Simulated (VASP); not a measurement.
Here is a VASP 6.6.1 calculation.

The input INCAR:

```
ALGO = Normal
EDIFF = 1E-6
ENCUT = 520
GGA = PE
ISIF = 2
ISMEAR = 0
LASPH = True
LCHARG = False
LREAL = False
LWAVE = False
NBANDS = 30
NELM = 100
PREC = Accurate
SIGMA = 0.1
```

The input KPOINTS:

```
k-points
0
Gamma
  6 6 2
```

POSCAR

```
Sc2SbP3
1.0
    4.4060297114      0.0000000029      0.0000000000
   -2.2030148582      3.8157336585      0.0000000000
    0.0000000000      0.0000000000      6.9925620028
Sc Sb P
2 1 3
Direct
    0.3333333333      0.6666666667      0.2833558394
    0.3333333333      0.6666666667      0.7166441606
    0.6666666667      0.3333333333      0.0000000000
    0.6666666667      0.3333333333      0.5000000000
    0.0000000000      0.0000000000      0.0000000000
    0.0000000000      0.0000000000      0.5000000000
```

Potentials or basis: VASP PAW PBE potentials, release 64 (Sc_sv, Sb, P).

Run with:

```sh
$ cat potpaw_PBE.64/Sc_sv/POTCAR potpaw_PBE.64/Sb/POTCAR potpaw_PBE.64/P/POTCAR > POTCAR
$ mpirun -np 1 vasp_std > vasp.out
```

Estimate the largest force.

0.019 eV/Å.

Estimate the band gap on the k mesh.

zero (bands 21 and 22 overlap by 1.61 eV).

Stress tensor (GPa, compression positive):
```
 0.12  0.00  0.00
 0.00  0.12  0.00
 0.00  0.00 -0.24
```

Caveat: the k points lie up to 0.45 Å⁻¹ apart, too coarse for converged energies and pressures of a metal; spin-orbit coupling is left out, which moves the levels of the heavy elements.
